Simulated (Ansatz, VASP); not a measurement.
**AlRh2: VASP beside Ansatz**

```
Al Rh
1.0
     4.29671    0.00000    0.00000
    -2.14836    3.72106    0.00000
     0.00000    0.00000    2.75383
Al Rh
1 2
Cartesian
  0.0000 0.0000 0.0000
  0.0000 2.4807 1.3769
  2.1484 1.2404 1.3769
```

Change from the starting cell: species swapped into the NbB2 type (P6/mmm, No. 191).

Alike in both runs: functional PBE; k mesh 6 × 6 × 6; occupations gaussian, width 0.1 eV; no spin polarisation.

Ansatz relaxed the structure, and its values are those at the end. VASP's run is a single point on that final structure, the one shown.

|  | VASP | Ansatz |
| --- | --- | --- |
| version | VASP 6.6.1 | Ansatz 0.2.0 |
| potentials or method | VASP PAW PBE potentials, release 64 (Al, Rh_pv), cutoff 520 eV | scalar-relativistic, plane waves, PAW |
| valence electrons in the cell | 33 | 37 |

|  | VASP | Ansatz | Ansatz less VASP |
| --- | --- | --- | --- |
| gap on the k mesh at the Fermi level (eV) | none | none | - |
| pressure (GPa) | -0.2 | -0.2 | -0.01 |

A gap of «none» marks a metal or a gap that the smearing closes. VASP's potentials hold 33 valence electrons a cell and Ansatz's 37, so a difference there can come from the potentials and not from the codes.

The k mesh is coarse, so the values compare programs but aren't converged.
